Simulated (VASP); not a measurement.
Wanted: the native input for a VASP 6.6.1 run.

```yaml
Task: single point
Functional: PBE
Potentials_or_basis: VASP PAW PBE potentials, release 64 (Si, Ge_d, Ru_pv)
Cutoff: 520 eV
k_mesh: 6 × 6 × 4
Occupations: gaussian, width 0.1 eV
Spin: collinear spin, ferromagnetic start
Starting_moments: "[0.0, 0.0, 0.0, 0.0, 1.0, 1.0] μB"
Dipole_correction: no
Further_INCAR_settings: ALGO = Normal; EDIFF = 1e-06; NBANDS = 50
```

The structure of SiGe3Ru2 lies in POSCAR:

```
SiGe3Ru2
1.0
    5.4723988865      0.0000000000      0.0000000000
   -2.7361994433      4.7392364554      0.0000000000
    0.0000000000      0.0000000000      3.9649110072
Si Ge Ru
1 3 2
Direct
    0.0000000000      0.0000000000      0.0000000000
    0.5000000000      0.0000000000      0.5000000000
    0.5000000000      0.5000000000      0.5000000000
    0.0000000000      0.5000000000      0.5000000000
    0.3333333333      0.6666666667      0.0000000000
    0.6666666667      0.3333333333      0.0000000000
```

One way to write it, as run:

INCAR

```
SYSTEM = SiGe3Ru2
  ALGO = Normal
  EDIFF = 1E-6
  ENCUT = 520
  GGA = PE
  ISIF = 2
  ISMEAR = 0
  ISPIN = 2
  LASPH = .TRUE.
  LCHARG = .FALSE.
  LMAXMIX = 4
  LORBIT = 11
  LREAL = .FALSE.
  LWAVE = .FALSE.
  MAGMOM = 0 0 0 0 1 1
  NBANDS = 50
  NELM = 150
  PREC = Accurate
  SIGMA = 0.1
```

KPOINTS

```
k-points
0
G
  6 6 4
  0 0 0
```

Potentials or basis: VASP PAW PBE potentials, release 64 (Si, Ge_d, Ru_pv).

Launch:

```bash
$ cat potpaw_PBE.64/Si/POTCAR potpaw_PBE.64/Ge_d/POTCAR potpaw_PBE.64/Ru_pv/POTCAR > POTCAR
$ mpirun -np 1 vasp_std > vasp.out
```

Results of the run:

The pressure is -0.1 GPa and the band gap on the k mesh is zero (filled and empty bands overlap). The net moment is 0.00 μB per cell. The valence electrons inside the program's atomic spheres are Si 1.47; Ge 12.39; Ru 12.70.

Caveat: the k points lie up to 0.40 Å⁻¹ apart.

Run time: 4 min on 1 thread of AMD EPYC 7R13 Processor (Zen 3), with other jobs on the host, peak memory 0.32 GiB.
